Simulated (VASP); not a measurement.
# Mg2H3 (Amm2) in VASP: notebook

The runs below take Mg2H3 through single point, relaxation of cell and atoms, with PBE.

All numbers are computed with VASP 6.6.1; they aren't measurements. Logs are shortened: lines on timing, memory, paths and dates and some standing lists are left out, and cuts for length are marked.

### Step 1. The cell of the first run

It takes space group Amm2 (No. 38, orthorhombic). The conventional cell has a = 4.112 Å, b = 6.830 Å, c = 4.421 Å, α = 90.00°, β = 90.00°, γ = 90.00°. Within 2.8 Å of Mg (site symmetry m) lie 6 H at 2.15 to 2.74 Å and 3 Mg at 2.38 to 2.53 Å. Within 2.8 Å of H (site symmetry mm2) lie 4 H at 2.08 to 2.58 Å and 4 Mg at 2.55 Å. H (site symmetry m) has 1 H at 1.48 Å within 2.0 Å.

### Step 2. Single point, PBE

Contents of INCAR:

```
SYSTEM = Mg2H3
ALGO = Normal
EDIFF = 1E-6
ENCUT = 520
GGA = PE
ISIF = 2
ISMEAR = 0
LASPH = .True.
LCHARG = .True.
LELF = .True.
LREAL = .False.
LVHAR = .True.
LWAVE = .False.
NBANDS = 12
NELM = 60
PREC = Accurate
SIGMA = 0.1
```

Contents of KPOINTS:

```
k-points
0
Gamma
  4 6 6
  0 0 0
```

Contents of POSCAR:

```
Mg2H3
1.0
    4.1115490200      0.0000000000      0.0000000000
    0.0000000000      3.4147997700      2.2105715800
    0.0000000000     -3.4147997700      2.2105715800
Mg H
2 3
Direct
    0.5000000000      0.0536961200      0.6838819300
    0.5000000000      0.6838819300      0.0536961200
    0.0000000000      0.6851083300      0.6851083300
    0.8205851500      0.1252257400      0.1252257400
    0.1794148500      0.1252257400      0.1252257400
```

Potentials or basis: VASP PAW PBE potentials, release 64 (Mg, H).

Started as:

```sh
$ cat potpaw_PBE.64/Mg/POTCAR potpaw_PBE.64/H/POTCAR > POTCAR
$ mpirun -np 1 vasp_std > vasp.out
```

OUTCAR:

```text
SYSTEM = Mg2H3
   EDIFF = 1E-6
   ENCUT = 520
   GGA = PE
   ISIF = 2
   ISMEAR = 0
   LASPH = .True.
   LREAL = .False.
   NELM = 60
   PREC = Accurate

 ion  position               nearest neighbor table
   1  0.500  0.054  0.684-   4 2.15   5 2.15   2 2.38   2 2.38   2 2.53
   2  0.500  0.684  0.054-   4 2.15   5 2.15   1 2.38   1 2.38   1 2.53
   3  0.000  0.685  0.685-
   4  0.821  0.125  0.125-   1 2.15   2 2.15
   5  0.179  0.125  0.125-   1 2.15   2 2.15

  LATTYP: Found a base centered orthorhombic cell.
 ALAT       =     4.4211431600
 B/A-ratio  =     1.5447587406
 C/A-ratio  =     0.9299741879

  Lattice vectors:

 A1 = (   0.0000000000,   3.4147997700,   2.2105715800)
 A2 = (   0.0000000000,  -3.4147997700,   2.2105715800)
 A3 = (   4.1115490200,   0.0000000000,   0.0000000000)

Analysis of symmetry for initial positions (statically):
=====================================================================
 Subroutine PRICEL returns:
 Original cell was already a primitive cell.

 Routine SETGRP: Setting up the symmetry group for a
 base centered orthorhombic supercell.

 Subroutine GETGRP returns: Found  4 space group operations
 (whereof  4 operations were pure point group operations)
 out of a pool of  8 trial point group operations.

The static configuration has the point symmetry C_2v.

Analysis of symmetry for dynamics (positions and initial velocities):
=====================================================================
 Subroutine PRICEL returns:
 Original cell was already a primitive cell.

 Routine SETGRP: Setting up the symmetry group for a
 base centered orthorhombic supercell.

 Subroutine GETGRP returns: Found  4 space group operations
 (whereof  4 operations were pure point group operations)
 out of a pool of  8 trial point group operations.

The dynamic configuration has the point symmetry C_2v.

 Subroutine INISYM returns: Found  4 space group operations
 (whereof  4 operations are pure point group operations),
 and found     1 'primitive' translations

----------------------------------------------------------------------------------------

                                     Primitive cell

  volume of cell :      62.0734

  direct lattice vectors                    reciprocal lattice vectors
     4.111549020  0.000000000  0.000000000     0.243217336  0.000000000  0.000000000
[... 100 lines left out ...]
   POTIM  = 0.5000    time-step for ionic-motion
   TEBEG  =    0.0;   TEEND  =   0.0 temperature during run
   PSTRESS=    0.0 pullay stress
   NELECT =       7.0000    total number of electrons
   NUPDOWN=      -1.0000    fix difference up-down
   EMIN   =  10.00;   EMAX   =-10.00  energy-range for DOS
   EFERMI =   0.00;   METHOD = LEGACY
   ISMEAR =     0;   SIGMA  =   0.10  broadening in eV -4-tet -1-fermi 0-gaus
   EFERMI_NEDOS =   21; number of points for ismear=-14 and -15
   IALGO  =     38    algorithm
   IMIX   =      4    mixing-type and parameters
     AMIX     =   0.40;   BMIX     =  1.00
     AMIX_MAG =   1.60;   BMIX_MAG =  1.00
  volume/ion in A,a.u.               =      12.41        83.78
  Fermi-wavevector in a.u.,A,eV,Ry     =   0.790932  1.494645  8.511441  0.625573
  Thomas-Fermi vector in A             =   1.896372
   LORBIT       =      0    0 simple, 1 ext, 2 COOP (PROOUT), +10 PAW based schemes
   GGA     = PE    functional components
   LHFCALC =     F    Hartree Fock is set to
   AEXX    =    0.0000 exact exchange contribution
   IVDW    =     0    specifies the selected vdW correction
   LEPSILON=     F    determine dielectric tensor
   LRPA    =     F    only Hartree local field effects (RPA)
 non-spin polarized calculation
 Gauss-broadening in eV      SIGMA  =   0.10
  energy-cutoff  :      520.00
  volume of cell :       62.07
 maximum number of plane-waves:      1700
 NGX is ok and might be reduce to    32
   NGX = 15   NGY = 15   NGZ = 15

 number of electron       6.9999999 magnetization

 Free energy of the ion-electron system (eV)
  ---------------------------------------------------
  ext. energy  EPLUGINS =         0.00000000
  ---------------------------------------------------
  free energy    TOTEN  =        -8.54971071 eV

  energy without entropy =       -8.54448458  energy(sigma->0) =       -8.54709765

 E-fermi :   1.4172     XC(G=0):  -8.3376

 val. band max:        1.3726457679   @ k =   0.0000   0.3333   0.0000
 cond. band min:       1.4496383163   @ k =   0.5000   0.5000   0.3333
 fundamental gap:      0.0769925485
 Fermi energy:         1.4171861605

 k-point     1 :       0.0000    0.0000    0.0000
  band No.  band energies     occupation
      1      -6.7240      2.00000
      2       0.2443      2.00000
      3       0.8192      2.00000
      4       1.6057      0.00769
      5       4.0691      0.00000
      6       5.1007      0.00000
      7       6.7315      0.00000
      8       7.7891      0.00000
      9       7.8389      0.00000
     10       8.5511      0.00000
     11       9.7819      0.00000
     12      11.6221      0.00000
[... 331 lines left out ...]
 k-point    24 :       0.5000   -0.3333    0.1667
  band No.  band energies     occupation
      1      -4.2283      2.00000
      2      -3.4701      2.00000
      3       0.1907      2.00000
      4       1.1472      1.99987
      5       3.1500      0.00000
      6       3.8829      0.00000
      7       6.9129      0.00000
      8       7.3252      0.00000
      9       7.4498      0.00000
     10       9.5758      0.00000
     11      12.2157      0.00000
     12      13.2194      0.00000

 [... further k-points ...]
[... 5 lines left out ...]
  --------------------------------------------------------------------------------------
  -------------------------------------------------------------------------------------
  Total       -5.8173071      0.8232349     11.5666622      0.0000000      0.0000000      0.0000000
  in kB     -150.1506715     21.2485392    298.5474320      0.0000000      0.0000000      0.0000000
  external PRESSURE =      56.5484332 kB  Pullay stress =       0.0000000 kB

 VOLUME and BASIS-vectors are now :
 -----------------------------------------------------------------------------
  energy-cutoff  :      520.00
  volume of cell :       62.07
      direct lattice vectors                 reciprocal lattice vectors
     4.111549020  0.000000000  0.000000000     0.243217336  0.000000000  0.000000000
     0.000000000  3.414799770  2.210571580     0.000000000  0.146421469  0.226185845
     0.000000000 -3.414799770  2.210571580     0.000000000 -0.146421469  0.226185845

 POSITION                                       TOTAL-FORCE (eV/Angst)
 -----------------------------------------------------------------------------------
      2.05577     -2.15196      1.63047         0.000000     -0.584865      0.031204
      2.05577      2.15196      1.63047         0.000000      0.584865      0.031204
      0.00000      0.00000      3.02896         0.000000     -0.000000     -0.345836
      3.37388      0.00000      0.55364         0.110288     -0.000000      0.141713
      0.73767      0.00000      0.55364        -0.110288     -0.000000      0.141713
 -----------------------------------------------------------------------------------
    total drift:                               -0.000000      0.000000     -0.000155

  FREE ENERGIE OF THE ION-ELECTRON SYSTEM (eV)
  ---------------------------------------------------
  free  energy   TOTEN  =        -8.5497107094 eV

  energy  without entropy=       -8.5444845815  energy(sigma->0) =       -8.54709765
```

stdout:

```text
POSCAR found type information on POSCAR MgH
 POSCAR found :  2 types and       5 ions
 scaLAPACK will be used
 LDA part: xc-table for (Slater+PW92), standard interpolation
 POSCAR, INCAR and KPOINTS ok, starting setup
 FFT: planning ... GRIDC
 FFT: planning ... GRID_SOFT
 FFT: planning ... GRID
 WAVECAR not read
 entering main loop
```

Wall time 12 s (1 thread of Intel Xeon Platinum 8559C (Emerald Rapids), shared host); peak memory 0.18 GiB.

What came out:

```
Free energy   : -8.5497 eV
Pressure      : 5.7 GPa
Largest force : 0.586 eV/Å
```

Forces in eV/Å, atoms in the order of the input:
```
Mg   0.000 -0.585  0.031
Mg   0.000  0.585  0.031
H    0.000  0.000 -0.346
H    0.110  0.000  0.142
H   -0.110  0.000  0.142
```

Levels at points of the mesh, in eV from the Fermi level:
| k point | band 1 | band 2 | band 3 | band 4 | band 5 | band 6 | band 7 | band 8 |
| --- | --- | --- | --- | --- | --- | --- | --- | --- |
| (0.00, 0.00, 0.00) | -8.14 | -1.17 | -0.60 | 0.19 | 2.65 | 3.68 | 5.31 | 6.37 |
| (0.50, 0.00, 0.00) | -6.25 | -5.79 | -0.24 | 2.04 | 3.44 | 4.58 | 5.25 | 6.28 |
| (0.00, 0.50, 0.00) | -6.63 | -4.45 | 0.20 | 0.56 | 1.03 | 3.54 | 4.52 | 4.73 |
| (0.50, 0.50, 0.00) | -5.04 | -4.06 | -2.71 | -2.11 | 2.29 | 3.85 | 3.95 | 4.16 |
| (0.00, 0.50, 0.50) | -6.51 | -3.16 | -2.16 | 0.40 | 1.89 | 3.12 | 4.71 | 5.14 |
| (0.50, 0.50, 0.50) | -5.16 | -3.57 | -1.86 | -0.97 | 0.21 | 0.76 | 3.72 | 4.95 |

Caveat: the k points lie up to 0.38 Å⁻¹ apart.

(Part 1 of 2 ends here.)
